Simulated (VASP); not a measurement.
Here is a VASP 6.6.1 calculation.

Contents of INCAR:

```
ALGO = Normal
EDIFF = 1E-6
ENCUT = 520
GGA = PE
ISIF = 2
ISMEAR = -1
LASPH = True
LCHARG = False
LREAL = False
LWAVE = False
NBANDS = 28
NELM = 80
PREC = Accurate
SIGMA = 0.08
```

Contents of KPOINTS:

```
k-points
0
Gamma
  13 13 8
```

Contents of POSCAR:

```
RhN
1.0
    2.3183442020      0.0000000000      0.0000000000
   -1.1591721010      2.0077449736      0.0000000000
    0.0000000000      0.0000000000      4.9672486414
Rh N
2 2
Direct
    0.0000000000      0.0000000000      0.0000000000
    0.0000000000      0.0000000000      0.5000000000
    0.3333333333      0.6666666667      0.2500000000
    0.6666666667      0.3333333333      0.7500000000
```

Potentials or basis: VASP PAW PBE potentials, release 64 (Rh_pv, N).

Command:

```console
$ cat potpaw_PBE.64/Rh_pv/POTCAR potpaw_PBE.64/N/POTCAR > POTCAR
$ mpirun -np 1 vasp_std > vasp.out
```

Estimate the band gap on the k mesh.

zero (bands 20 and 21 overlap by 3.45 eV).

Predict the pressure.

563.6 GPa.

Stress tensor (GPa, compression positive):
```
563.68   0.00   0.00
  0.00 563.68   0.00
  0.00   0.00 563.57
```

Caveat: the cell stands under pressure.
